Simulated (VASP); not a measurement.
Here is a VASP 6.6.1 calculation.

INCAR

```
SYSTEM = Be16H
ALGO     = Normal         ! electronic algorithm
EDIFF    = 1E-6           ! SCF threshold, eV
ENCUT    = 520            ! plane-wave cutoff, eV
GGA      = PE             ! functional
ISIF     = 2              ! what is computed and relaxed
ISMEAR   = 0              ! smearing method
LASPH    = .True.         ! aspherical terms in the spheres
LCHARG   = .False.        ! write CHGCAR
LREAL    = Auto         
LWAVE    = .False.        ! write WAVECAR
NBANDS   = 30             ! bands
NELM     = 60             ! most SCF steps
PREC     = Accurate       ! precision mode
SIGMA    = 0.1            ! smearing width, eV
```

KPOINTS

```
k-points
0
Gamma
  4 4 3
  0 0 0
```

POSCAR

```
Be16H
1.0
   -2.2900000000     -3.9663960000      0.0000000000
    3.4350000000     -1.9831980000      0.0000000000
    0.0000000000      0.0000000000      7.1768600000
Be H
16 1
Direct
    0.7499933391      0.5111594604     -0.0061606329
    0.4829392737      0.3397414663      0.2540361662
    0.7500263785      0.5044455332      0.5055683126
    0.5003302572      0.3335814524      0.7504210755
    0.4949859974     -0.0059633380     -0.0062513411
    0.2497946796      0.8279775302      0.2490880413
    0.4977431035     -0.0025747578      0.5035993457
    0.2500599282      0.8264728488      0.7474552938
    0.2500399638      0.4949387241     -0.0016023721
    0.0168859032      0.3389579966      0.2541231123
    0.2499653667      0.4961009286      0.5015700460
   -0.0002074829      0.3335950114      0.7504102072
    0.0049797118     -0.0060379796     -0.0062966255
    0.7501111107      0.8257290956      0.2521325482
    0.0022969196     -0.0026212676      0.5036719401
    0.7500303053      0.8363672196      0.7479971743
    0.7494830475      0.1817057289      0.2073097427
```

Potentials or basis: VASP PAW PBE potentials, release 64 (Be, H).

The run is started by

```console
$ cat potpaw_PBE.64/Be/POTCAR potpaw_PBE.64/H/POTCAR > POTCAR
$ mpirun -np 1 vasp_std > vasp.out
```

Problem. What does it give for the pressure?

Solution. 1.3 GPa.

Problem. What does it give for the band gap on the k mesh?

Solution. Zero (an odd number of electrons rules out a gap without spin polarisation).

Forces on the atoms (eV/Å):
```
Be   0.011 -0.008  0.048
Be  -0.019 -0.010  0.105
Be  -0.033  0.020  0.027
Be   0.001  0.001  0.043
Be  -0.007  0.020  0.030
Be  -0.004  0.000  0.025
Be   0.006 -0.013  0.013
Be  -0.003  0.002 -0.005
Be   0.004  0.002  0.034
Be   0.005  0.022  0.097
Be   0.011 -0.007  0.046
Be   0.001  0.001  0.046
Be  -0.022 -0.006  0.031
Be   0.013 -0.006  0.072
Be   0.014  0.003  0.010
Be   0.009 -0.004  0.007
H    0.011 -0.016 -0.629
```

Caveat: the k points lie up to 0.40 Å⁻¹ apart, too coarse for converged energies and pressures of a metal.
